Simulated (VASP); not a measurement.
A run of VASP 6.6.1 is set up as follows.

INCAR

```
ALGO = Normal
EDIFF = 1E-7
ENCUT = 520
GGA = PS
ISIF = 2
ISMEAR = 0
LASPH = T
LCHARG = F
LREAL = F
LWAVE = F
NBANDS = 18
NELM = 60
PREC = Accurate
SIGMA = 0.1
```

The input KPOINTS:

```
k-points
0
Gamma
  15 15 8
```

The input POSCAR:

```
Sc
1.0
    3.2770107222      0.0000000029      0.0000000000
   -1.6385053636      2.8379745325      0.0000000000
    0.0000000000      0.0000000000      5.0825630809
Sc
2
Direct
    0.3333333333      0.6666666667      0.2500000000
    0.6666666667      0.3333333333      0.7500000000
```

Potentials or basis: VASP PAW PBE potentials, release 64 (Sc_sv).

Command:

```sh
$ cat potpaw_PBE.64/Sc_sv/POTCAR > POTCAR
$ mpirun -np 1 vasp_std > vasp.out
```

Task: Predict the pressure.

Result: 0.0 GPa.

Task: Predict the band gap on the k mesh.

Result: Zero (bands 11 and 12 overlap by 1.58 eV).

Caveat: the PAW data sets were made with another functional, which shifts forces and pressure a little.
